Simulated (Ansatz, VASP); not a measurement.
## Ge in VASP and in Ansatz

INCAR

```
PREC = Accurate
ENCUT = 600
EDIFF = 1E-6
ISMEAR = 0
SIGMA = 0.1
LREAL = F
LASPH = T
NELM = 100
ALGO = Normal
ISIF = 3
LWAVE = F
LCHARG = F
GGA = PE
IVDW = 12
IBRION = 2
NSW = 100
EDIFFG = -0.005
```

Contents of KPOINTS:

```
Automatic mesh
0
Gamma
  14 14 14
```

Contents of POSCAR:

```
Ge
1.0
    0.0000000000      2.8289100000      2.8289100000
    2.8289100000      0.0000000000      2.8289100000
    2.8289100000      2.8289100000      0.0000000000
Ge
2
Direct
    0.0000000000      0.0000000000      0.0000000000
    0.2500000000      0.2500000000      0.2500000000
```

Input for Ansatz:

```yaml
crystal:
  lattice:
    - [0.0, 2.82891, 2.82891]
    - [2.82891, 0.0, 2.82891]
    - [2.82891, 2.82891, 0.0]
  atoms:
    - { symbol: Ge, position: [0.0, 0.0, 0.0] }
    - { symbol: Ge, position: [0.25, 0.25, 0.25] }
basis:
  ecutwfc: 420
kpoints:
  mp_grid: { grid: [14, 14, 14] }
hamiltonian:
  xc: pbe
  dispersion: d3bj
scf:
  occupations: { method: gaussian, width: 0.1 }
output:
  forces: true
  stress: true
  eigenvalues: true
relax:
  adjacent_minimum: "off"
  f_tol: 0.005
  max_steps: 80
  cell: { stress_tol: 0.05 }
```

Alike in both runs: task relaxation of cell and atoms; functional PBE; dispersion D3(BJ); k mesh 14 × 14 × 14; occupations gaussian, width 0.1 eV; no spin polarisation.

|  | VASP | Ansatz |
| --- | --- | --- |
| version | VASP 6.6.1 | Ansatz 0.2.0 |
| potentials or method | VASP PAW PBE potentials, release 64 (Ge_d), cutoff 600 eV | scalar-relativistic, plane waves, PAW |
| valence electrons in the cell | 28 | 28 |

```tsv
	VASP	Ansatz	Ansatz less VASP
gap on the k mesh at the Fermi level, each at its own relaxed structure (eV)	none	none	-
relaxed volume (Å³/atom)	23.14	23.14	+0.002
relaxed cell length with the largest relative difference (Å)	4.030	4.030	+0.0001
```

A gap of «none» marks a metal or a gap that the smearing closes.
